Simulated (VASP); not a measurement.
# Mn (Im-3m) in VASP: notebook, part 2 of 2

VASP 6.6.1. The steps go on from the part before.

**4. Single point, BLYP (volume scaled by 1.08)**

INCAR

```
PREC = Accurate
ENCUT = 520
EDIFF = 1E-7
ISMEAR = -1
SIGMA = 0.1
LREAL = False
LASPH = True
NELM = 60
ALGO = Normal
ISIF = 2
LWAVE = False
LCHARG = True
GGA = B5
ALDAX = 1.0
AGGAX = 1.0
AGGAC = 1.0
ALDAC = 0.0
LELF = True
LVHAR = True
NBANDS = 12
```

KPOINTS

```
Automatic mesh
0
Gamma
  18 18 18
```

POSCAR

```
Mn
1.0
   -1.4465745114      1.4465745114      1.4465745114
    1.4465745114     -1.4465745114      1.4465745114
    1.4465745114      1.4465745114     -1.4465745114
Mn
1
Direct
    0.0000000000      0.0000000000      0.0000000000
```

Potentials or basis: VASP PAW PBE potentials, release 64 (Mn_pv).

Started as:

```console
cat potpaw_PBE.64/Mn_pv/POTCAR > POTCAR
mpirun -np 1 vasp_std > vasp.out
```

OUTCAR:

```text
PREC = Accurate
   ENCUT = 520
   EDIFF = 1E-7
   ISMEAR = -1
   LREAL = False
   LASPH = True
   NELM = 60
   ISIF = 2
   GGA = B5

 ion  position               nearest neighbor table
   1  0.000  0.000  0.000-

  LATTYP: Found a body centered cubic cell.
 ALAT       =     2.8931490228

  Lattice vectors:

 A1 = (  -1.4465745114,   1.4465745114,   1.4465745114)
 A2 = (   1.4465745114,  -1.4465745114,   1.4465745114)
 A3 = (   1.4465745114,   1.4465745114,  -1.4465745114)

Analysis of symmetry for initial positions (statically):
=====================================================================
 Subroutine PRICEL returns:
 Original cell was already a primitive cell.

 Routine SETGRP: Setting up the symmetry group for a
 body centered cubic supercell.

 Subroutine GETGRP returns: Found 48 space group operations
 (whereof 48 operations were pure point group operations)
 out of a pool of 48 trial point group operations.

The static configuration has the point symmetry O_h .

Analysis of symmetry for dynamics (positions and initial velocities):
=====================================================================
 Subroutine PRICEL returns:
 Original cell was already a primitive cell.

 Routine SETGRP: Setting up the symmetry group for a
 body centered cubic supercell.

 Subroutine GETGRP returns: Found 48 space group operations
 (whereof 48 operations were pure point group operations)
 out of a pool of 48 trial point group operations.

The dynamic configuration has the point symmetry O_h .

 Subroutine INISYM returns: Found 48 space group operations
 (whereof 48 operations are pure point group operations),
 and found     1 'primitive' translations

----------------------------------------------------------------------------------------

                                     Primitive cell
[... 112 lines left out ...]
  Thomas-Fermi vector in A             =   2.760799
   LORBIT       =      0    0 simple, 1 ext, 2 COOP (PROOUT), +10 PAW based schemes
   GGA     = B5    functional components
   LHFCALC =     F    Hartree Fock is set to
   AEXX    =    0.0000 exact exchange contribution
   IVDW    =     0    specifies the selected vdW correction
   LEPSILON=     F    determine dielectric tensor
   LRPA    =     F    only Hartree local field effects (RPA)
 non-spin polarized calculation
  energy-cutoff  :      520.00
  volume of cell :       12.11
 maximum number of plane-waves:       338
   NGX =  9   NGY =  9   NGZ =  9

 number of electron      12.9999985 magnetization

 Free energy of the ion-electron system (eV)
  ---------------------------------------------------
  ext. energy  EPLUGINS =         0.00000000
  ---------------------------------------------------
  free energy    TOTEN  =        -7.66027323 eV

  energy without entropy =       -7.57474319  energy(sigma->0) =       -7.61750821

 E-fermi :   9.6400     XC(G=0): -12.7463

 val. band max:        9.6367064423   @ k =   0.2222   0.0556   0.0000
 cond. band min:       9.6401692656   @ k =   0.1667   0.1111   0.0000
 fundamental gap:      0.0034628233
 Fermi energy:         9.6399959114

 k-point     1 :       0.0000    0.0000    0.0000
  band No.  band energies     occupation
      1     -38.1823      2.00000
      2     -38.1823      2.00000
      3     -38.1823      2.00000
      4       1.7920      2.00000
      5       8.2516      2.00000
      6       8.2516      2.00000
      7       8.2516      2.00000
      8       9.9618      0.07701
      9       9.9618      0.07700
     10      32.6755      0.00000
     11      32.6755      0.00000
     12      32.6755      0.00000
[... 331 lines left out ...]
 k-point    24 :       0.3889    0.1111    0.0000
  band No.  band energies     occupation
      1     -38.6712      2.00000
      2     -38.3666      2.00000
      3     -38.2057      2.00000
      4       5.6536      2.00000
      5       7.1196      2.00000
      6       8.9129      1.99861
      7       9.8689      0.18401
      8      10.4257      0.00077
      9      12.2293      0.00000
     10      18.4838      0.00000
     11      25.5337      0.00000
     12      28.6287      0.00000

 [... further k-points ...]

------------------------ aborting loop because EDIFF is reached ----------------------------------------

  FORCE on cell =-STRESS in cart. coord.  units (eV):
  Direction    XX          YY          ZZ          XY          YZ          ZX
  --------------------------------------------------------------------------------------
  -------------------------------------------------------------------------------------
  Total       -1.1978346     -1.1978346     -1.1978346      0.0000000     -0.0000000     -0.0000000
  in kB     -158.4984520   -158.4984520   -158.4984520      0.0000000     -0.0000000     -0.0000000
  external PRESSURE =    -158.4984520 kB  Pullay stress =       0.0000000 kB

 VOLUME and BASIS-vectors are now :
 -----------------------------------------------------------------------------
  energy-cutoff  :      520.00
  volume of cell :       12.11
      direct lattice vectors                 reciprocal lattice vectors
    -1.446574511  1.446574511  1.446574511     0.000000000  0.345644138  0.345644138
     1.446574511 -1.446574511  1.446574511     0.345644138  0.000000000  0.345644138
     1.446574511  1.446574511 -1.446574511     0.345644138  0.345644138  0.000000000

 POSITION                                       TOTAL-FORCE (eV/Angst)
 -----------------------------------------------------------------------------------
      0.00000      0.00000      0.00000        -0.000000      0.000000     -0.000000
 -----------------------------------------------------------------------------------
    total drift:                                0.000000     -0.000000      0.000000

  FREE ENERGIE OF THE ION-ELECTRON SYSTEM (eV)
  ---------------------------------------------------
  free  energy   TOTEN  =        -7.6602732338 eV

  energy  without entropy=       -7.5747431889  energy(sigma->0) =       -7.61750821
```

It took 24 s on 1 thread of Intel Xeon Platinum 8375C at 2.90GHz (Ice Lake), shared host; peak memory 0.14 GiB.

What came out:

* Free energy: -7.6603 eV
* Pressure: -15.8 GPa

Levels at points of the mesh, in eV from the Fermi level:
| k point | band 3 | band 4 | band 5 | band 6 | band 7 | band 8 | band 9 | band 10 |
| --- | --- | --- | --- | --- | --- | --- | --- | --- |
| (0.00, 0.00, 0.00) | -47.82 | -7.85 | -1.39 | -1.39 | -1.39 | 0.32 | 0.32 | 23.04 |
| (0.50, 0.00, 0.00) | -47.82 | -4.24 | -2.59 | 0.28 | 0.55 | 0.81 | 1.59 | 8.14 |
| (0.50, 0.50, 0.50) | -48.19 | -3.96 | -3.96 | 1.29 | 1.29 | 1.29 | 9.81 | 9.81 |

Caveat: the PAW data sets were made with another functional, which shifts forces and pressure a little; the run has no spin polarisation, though such a crystal can be magnetic. Spin polarisation is off, so any magnetic state and its effect on volume and gap are missing.

**5. Overview**

```tsv
cell	gap on the mesh (eV)	pressure (GPa)
a = 2.442 Å, angles 109.5°, 1 atom	none	0.1
a = 2.474 Å, angles 109.5°, 1 atom	none	-8.8
a = 2.506 Å, angles 109.5°, 1 atom	none	-15.8
```

Alike in all rows: task single point; level BLYP; potentials or basis VASP PAW PBE potentials, release 64 (Mn_pv); no spin polarisation; k mesh 18 × 18 × 18; cutoff (eV) 520; smearing fermi-dirac 0.1 eV.

Caveats: the PAW data sets were made with another functional, which shifts forces and pressure a little; the run has no spin polarisation, though such a crystal can be magnetic.

Total energies depend on the potentials used, so only differences within one code and one set of settings carry meaning.
